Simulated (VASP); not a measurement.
Set up this calculation in VASP 6.6.1, as the native input.

* Task: single point
* Functional: PBE
* Potentials or basis: VASP PAW PBE potentials, release 64 (Pt, Se, S)
* Cutoff: 520 eV
* k mesh: 10 × 10 × 10
* Occupations: gaussian, width 0.1 eV
* Spin: no spin polarisation
* Dipole correction: no
* Further INCAR settings: ALGO = Normal; EDIFF = 1e-07; NBANDS = 29

The structure of PtSeS4 lies in POSCAR:

```
PtSeS4
1.0
    0.0000000000      3.7432287909      3.7432287909
    3.7432287909      0.0000000000      3.7432287909
    3.7432287909      3.7432287909      0.0000000000
Pt Se S
1 1 4
Direct
    0.0000000000      0.0000000000      0.0000000000
    0.2500000000      0.2500000000      0.2500000000
    0.6370856253      0.6370856253      0.0887431240
    0.6370856253      0.0887431240      0.6370856253
    0.0887431240      0.6370856253      0.6370856253
    0.6370856253      0.6370856253      0.6370856253
```

The cell was generated, and may not be a known phase.

The input as run:

INCAR

```
ALGO = Normal ; EDIFF = 1E-7
ENCUT = 520 ; GGA = PE
ISIF = 2 ; ISMEAR = 0
LASPH = T ; LCHARG = F
LREAL = F ; LWAVE = F
NBANDS = 29 ; NELM = 100
PREC = Accurate ; SIGMA = 0.1
```

KPOINTS

```
k-points
0
Gamma
  10 10 10
```

Potentials or basis: VASP PAW PBE potentials, release 64 (Pt, Se, S).

The run is started by

```bash
$ cat potpaw_PBE.64/Pt/POTCAR potpaw_PBE.64/Se/POTCAR potpaw_PBE.64/S/POTCAR > POTCAR
$ mpirun -np 1 vasp_std > vasp.out
```

Results of the run:

* Pressure: -0.2 GPa
* Largest force: 0.055 eV/Å
* Band gap on the k mesh: zero (bands 20 and 21 overlap by 0.66 eV)

Caveat: spin-orbit coupling is left out, which moves the levels of the heavy elements.

It took 100 s on 1 thread of Intel(R) Xeon(R) 6975P-C (Granite Rapids), on a shared host, peak memory 0.32 GiB.
